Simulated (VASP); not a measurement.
# AgB2 in VASP: a series of runs

Runs on AgB2. Level: PBEsol. Tasks: electric field gradients.

Everything below comes from runs of VASP 6.6.1. Logs are shortened: lines on timing, memory, paths and dates and some standing lists are left out, and cuts for length are marked.

### 1 The cell of the first run

The structure is hexagonal, space group P6/mmm (No. 191). Conventional cell: a = 2.959 Å, b = 2.959 Å, c = 3.196 Å, α = 90.00°, β = 90.00°, γ = 120.00°. Ag (site symmetry 6/mmm) has 12 B at 2.34 Å and 6 Ag at 2.96 Å within 3.1 Å. Within 2.3 Å of B (site symmetry -6m2) lie 3 B at 1.71 Å.

### 2 Electric field gradients, PBEsol (volume scaled by 0.96)

The input, INCAR:

```
SYSTEM = AgB2
ALGO = Normal
EDIFF = 1E-8
ENCUT = 520
GGA = PS
ISIF = 2
ISMEAR = -1
LASPH = .True.
LCHARG = .False.
LEFG = .True.
LREAL = .False.
LWAVE = .False.
NBANDS = 16
NELM = 60
PREC = Accurate
SIGMA = 0.05
```

The input, KPOINTS:

```
k-points
0
Gamma
  16 16 13
  0 0 0
```

The input, POSCAR:

```
AgB2
1.0
    2.9594561075      0.0000000000      0.0000000000
   -1.4797280538      2.5629641705      0.0000000000
    0.0000000000      0.0000000000      3.1962108483
Ag B
1 2
Direct
    0.0000000000      0.0000000000      0.0000000000
    0.3333333333      0.6666666667      0.5000000000
    0.6666666667      0.3333333333      0.5000000000
```

Potentials or basis: VASP PAW PBE potentials, release 64 (Ag, B).

On the command line:

```sh
$ cat potpaw_PBE.64/Ag/POTCAR potpaw_PBE.64/B/POTCAR > POTCAR
$ mpirun -np 1 vasp_std > vasp.out
```

OUTCAR:

```text
SYSTEM = AgB2
   EDIFF = 1E-8
   ENCUT = 520
   GGA = PS
   ISIF = 2
   ISMEAR = -1
   LASPH = .True.
   LREAL = .False.
   NELM = 60
   PREC = Accurate

 ion  position               nearest neighbor table
   1  0.000  0.000  0.000-   2 2.34   3 2.34   2 2.34   3 2.34   3 2.34   3 2.34   2 2.34   2 2.34
                             3 2.34   3 2.34   2 2.34   2 2.34
   2  0.333  0.667  0.500-   3 1.71   3 1.71   3 1.71   1 2.34   1 2.34   1 2.34   1 2.34   1 2.34
                             1 2.34
   3  0.667  0.333  0.500-   2 1.71   2 1.71   2 1.71   1 2.34   1 2.34   1 2.34   1 2.34   1 2.34
                             1 2.34

  LATTYP: Found a hexagonal cell.
 ALAT       =     2.9594561075
 C/A-ratio  =     1.0799994094

  Lattice vectors:

 A1 = (   2.9594561075,   0.0000000000,   0.0000000000)
 A2 = (  -1.4797280538,   2.5629641705,   0.0000000000)
 A3 = (   0.0000000000,   0.0000000000,   3.1962108483)

Analysis of symmetry for initial positions (statically):
=====================================================================
 Subroutine PRICEL returns:
 Original cell was already a primitive cell.

 Routine SETGRP: Setting up the symmetry group for a
 hexagonal supercell.

 Subroutine GETGRP returns: Found 24 space group operations
 (whereof 24 operations were pure point group operations)
 out of a pool of 24 trial point group operations.

The static configuration has the point symmetry D_6h.

Analysis of symmetry for dynamics (positions and initial velocities):
=====================================================================
 Subroutine PRICEL returns:
 Original cell was already a primitive cell.

 Routine SETGRP: Setting up the symmetry group for a
 hexagonal supercell.

 Subroutine GETGRP returns: Found 24 space group operations
 (whereof 24 operations were pure point group operations)
 out of a pool of 24 trial point group operations.

The dynamic configuration has the point symmetry D_6h.

 Subroutine INISYM returns: Found 24 space group operations
 (whereof 24 operations are pure point group operations),
 and found     1 'primitive' translations

----------------------------------------------------------------------------------------

                                     Primitive cell

  volume of cell :      24.2432

  direct lattice vectors                    reciprocal lattice vectors
     2.959456107  0.000000000  0.000000000     0.337899926  0.195086613  0.000000000
    -1.479728054  2.562964170  0.000000000     0.000000000  0.390173227  0.000000000
     0.000000000  0.000000000  3.196210848     0.000000000  0.000000000  0.312870473

  length of vectors
     2.959456107  2.959456108  3.196210848     0.390173227  0.390173227  0.312870473

  position of ions in fractional coordinates (direct lattice)
     0.000000000  0.000000000  0.000000000
     0.333333333  0.666666667  0.500000000
     0.666666667  0.333333333  0.500000000

  ion indices of the primitive-cell ions
   primitive index   ion index
                 1           1
                 2           2
                 3           3

----------------------------------------------------------------------------------------

 KPOINTS: k-points

Automatic generation of k-mesh.
 Grid dimensions read from file:
 generate k-points for:   16   16   13

 Generating k-lattice:

  Cartesian coordinates                     Fractional coordinates (reciprocal lattice)
     0.021118745  0.012192913  0.000000000     0.062500000  0.000000000  0.000000000
     0.000000000  0.024385827  0.000000000     0.000000000  0.062500000  0.000000000
     0.000000000  0.000000000  0.024066959     0.000000000  0.000000000  0.076923077

  Length of vectors
     0.024385827  0.024385827  0.024066959

  Shift w.r.t. Gamma in fractional coordinates (k-lattice)
     0.000000000  0.000000000  0.000000000

 Subroutine IBZKPT returns following result:
 ===========================================

 Found    210 irreducible k-points:

 Following reciprocal coordinates:
            Coordinates               Weight
  0.000000  0.000000  0.000000      1.000000
  0.062500 -0.000000  0.000000      6.000000
  0.125000 -0.000000  0.000000      6.000000
  0.187500 -0.000000  0.000000      6.000000
  0.250000 -0.000000  0.000000      6.000000
  0.312500 -0.000000  0.000000      6.000000
[... 16 lines left out ...]
  0.187500  0.187500  0.000000      6.000000
  0.250000  0.187500  0.000000     12.000000
 [... further k-points ...]
   k-points           NKPTS =    210   k-points in BZ     NKDIM =    210   number of bands    NBANDS=     16
   number of dos      NEDOS =    301   number of ions     NIONS =      3
   total plane-waves  NPLWV =  13824
   dimension x,y,z NGX =    24 NGY =   24 NGZ =   24
   dimension x,y,z NGXF=    48 NGYF=   48 NGZF=   48
   ions per type =               1   2
   NGX,Y,Z   is equivalent  to a cutoff of  13.48, 13.48, 12.48 a.u.
   NGXF,Y,Z  is equivalent  to a cutoff of  26.96, 26.96, 24.97 a.u.
 SYSTEM =  AgB2
   PREC   = accura    normal or accurate (medium, high low for compatibility)
   ISTART =      0    job   : 0-new  1-cont  2-samecut
   ICHARG =      2    charge: 1-file 2-atom 10-const
   ISPIN  =      1    spin polarized calculation?
   LNONCOLLINEAR =      F non collinear calculations
   LSORBIT =      F    spin-orbit coupling
   LASPH  =      T    aspherical Exc in radial PAW
   ENCUT  =  520.0 eV  38.22 Ry    6.18 a.u.   5.50  5.50  5.94*2*pi/ulx,y,z
   NELM   =     60;   NELMIN=  2; NELMDL= -5     # of ELM steps
   EDIFF  = 0.1E-07   stopping-criterion for ELM
   LREAL  =      F    real-space projection
   EDIFFG = 0.1E-06   stopping-criterion for IOM
   NSW    =      0    number of steps for IOM
   IBRION =     -1    ionic relax: 0-MD 1-quasi-New 2-CG
   NFREE  =      0    steps in history (QN), initial steepest desc. (CG)
   ISIF   =      2    stress and relaxation
   ISYM   =      2    0-nonsym 1-usesym 2-fastsym
   POTIM  = 0.5000    time-step for ionic-motion
   TEBEG  =    0.0;   TEEND  =   0.0 temperature during run
   PSTRESS=    0.0 pullay stress
   NELECT =      17.0000    total number of electrons
   NUPDOWN=      -1.0000    fix difference up-down
   EMIN   =  10.00;   EMAX   =-10.00  energy-range for DOS
   EFERMI =   0.00;   METHOD = LEGACY
   ISMEAR =    -1;   SIGMA  =   0.05  broadening in eV -4-tet -1-fermi 0-gaus
   EFERMI_NEDOS =   21; number of points for ismear=-14 and -15
   IALGO  =     38    algorithm
   IMIX   =      4    mixing-type and parameters
     AMIX     =   0.40;   BMIX     =  1.00
     AMIX_MAG =   1.60;   BMIX_MAG =  1.00
  volume/ion in A,a.u.               =       8.08        54.53
  Fermi-wavevector in a.u.,A,eV,Ry     =   1.454436  2.748485 28.781535  2.115383
  Thomas-Fermi vector in A             =   2.571587
   LORBIT       =      0    0 simple, 1 ext, 2 COOP (PROOUT), +10 PAW based schemes
   GGA     = PS    functional components
   LHFCALC =     F    Hartree Fock is set to
   AEXX    =    0.0000 exact exchange contribution
   IVDW    =     0    specifies the selected vdW correction
   LEPSILON=     F    determine dielectric tensor
   LRPA    =     F    only Hartree local field effects (RPA)
 non-spin polarized calculation
  energy-cutoff  :      520.00
  volume of cell :       24.24
 maximum number of plane-waves:       684
 NGX is ok and might be reduce to    24
   NGX = 11   NGY = 11   NGZ = 11

 number of electron      17.0000000 magnetization

 Free energy of the ion-electron system (eV)
  ---------------------------------------------------
  ext. energy  EPLUGINS =         0.00000000
  ---------------------------------------------------
  free energy    TOTEN  =       -14.46793286 eV

  energy without entropy =      -14.45652643  energy(sigma->0) =      -14.46222965

 E-fermi :  11.3064     XC(G=0): -13.6460

 val. band max:       11.3006522042   @ k =   0.0625  -0.0000   0.3077
 cond. band min:      11.3110882446   @ k =   0.3750  -0.0000   0.3846
 fundamental gap:      0.0104360404
 Fermi energy:        11.3064037860

 k-point     1 :       0.0000    0.0000    0.0000
  band No.  band energies     occupation
      1      -3.5486      2.00000
      2       3.7568      2.00000
      3       4.3503      2.00000
      4       4.3503      2.00000
      5       6.0293      2.00000
      6       6.0293      2.00000
[... 8 lines left out ...]
     15      28.4899      0.00000
     16      30.4458      0.00000
[... 419 lines left out ...]
 k-point    24 :       0.2500    0.1875    0.0000
  band No.  band energies     occupation
      1      -0.8801      2.00000
      2       2.6635      2.00000
      3       3.8409      2.00000
      4       3.9878      2.00000
      5       5.3753      2.00000
      6       5.8208      2.00000
[... 8 lines left out ...]
     15      25.8278      0.00000
     16      27.1028      0.00000

 [... further k-points ...]
[... 5 lines left out ...]
  --------------------------------------------------------------------------------------
  -------------------------------------------------------------------------------------
  Total        7.9665093      7.9665093     12.7010279     -0.0000000      0.0000000     -0.0000000
  in kB      526.4883820    526.4883820    839.3818859     -0.0000000      0.0000000     -0.0000000
  external PRESSURE =     630.7862167 kB  Pullay stress =       0.0000000 kB

 VOLUME and BASIS-vectors are now :
 -----------------------------------------------------------------------------
  energy-cutoff  :      520.00
  volume of cell :       24.24
      direct lattice vectors                 reciprocal lattice vectors
     2.959456107  0.000000000  0.000000000     0.337899926  0.195086613  0.000000000
    -1.479728054  2.562964170  0.000000000     0.000000000  0.390173227  0.000000000
     0.000000000  0.000000000  3.196210848     0.000000000  0.000000000  0.312870473

 POSITION                                       TOTAL-FORCE (eV/Angst)
 -----------------------------------------------------------------------------------
      0.00000      0.00000      0.00000        -0.000000      0.000000     -0.000000
     -0.00000      1.70864      1.59811        -0.000000      0.000000      0.000000
      1.47973      0.85432      1.59811         0.000000      0.000000     -0.000000
 -----------------------------------------------------------------------------------
    total drift:                               -0.000000      0.000000      0.000000

  FREE ENERGIE OF THE ION-ELECTRON SYSTEM (eV)
  ---------------------------------------------------
  free  energy   TOTEN  =       -14.4679328644 eV

  energy  without entropy=      -14.4565264286  energy(sigma->0) =      -14.46222965

 Electric field gradients (V/A^2)
---------------------------------------------------------------------
 ion       V_xx      V_yy      V_zz      V_xy      V_xz      V_yz
---------------------------------------------------------------------
   1      37.982    37.981   -75.963    -0.001     0.000     0.000
   2     -15.323   -15.323    30.647    -0.000     0.000    -0.000
   3     -15.323   -15.323    30.647    -0.000     0.000    -0.000
---------------------------------------------------------------------

 Electric field gradients after diagonalization (V/A^2)
 (convention: |V_zz| > |V_xx| > |V_yy|)
----------------------------------------------------------------------
 ion       V_xx      V_yy      V_zz     asymmetry (V_yy - V_xx)/ V_zz
----------------------------------------------------------------------
   1      37.982    37.981   -75.963       0.000
   2     -15.323   -15.323    30.647       0.000
   3     -15.323   -15.323    30.647       0.000
----------------------------------------------------------------------

           NMR quadrupolar parameters

 Cq : quadrupolar parameter    Cq=e*Q*V_zz/h
 eta: asymmetry parameters     (V_yy - V_xx)/ V_zz
 Q  : nuclear electric quadrupole moment in mb (millibarn)
----------------------------------------------------------------------
 ion       Cq(MHz)       eta       Q (mb)
----------------------------------------------------------------------
   1      -0.184       0.000       1.000
   2       0.074       0.000       1.000
   3       0.074       0.000       1.000
----------------------------------------------------------------------
```

It took 74 s on 1 thread of Intel Xeon Platinum 8175M at 2.50GHz (Skylake/Cascade Lake), shared host; peak memory 0.2 GiB.

Results:

* Free energy: -14.4679 eV
* Pressure: 63.1 GPa

Stress tensor (GPa, compression positive):
```
52.65  0.00  0.00
 0.00 52.65  0.00
 0.00  0.00 83.94
```

Levels at points of the mesh, in eV from the Fermi level:
```tsv
k point	band 6	band 7	band 8	band 9	band 10	band 11
(0.00, 0.00, 0.00)	-5.28	-3.49	1.11	1.11	5.59	5.59
(0.50, 0.00, 0.00)	-4.69	-3.55	-3.36	2.83	4.46	6.08
```

Electric field gradients, principal values (V/Å²):
```tsv
atom	least	middle	greatest (by size)
1 Ag	37.981	37.982	-75.963
2 B	-15.323	-15.323	30.647
3 B	-15.323	-15.323	30.647
```

Caveat: without QUAD_EFG the Cq values of the log hold for a quadrupole moment of 1 mb, not for the nuclei; the PAW data sets were made with another functional, which shifts forces and pressure a little.

(Continued in part 2 of 4.)
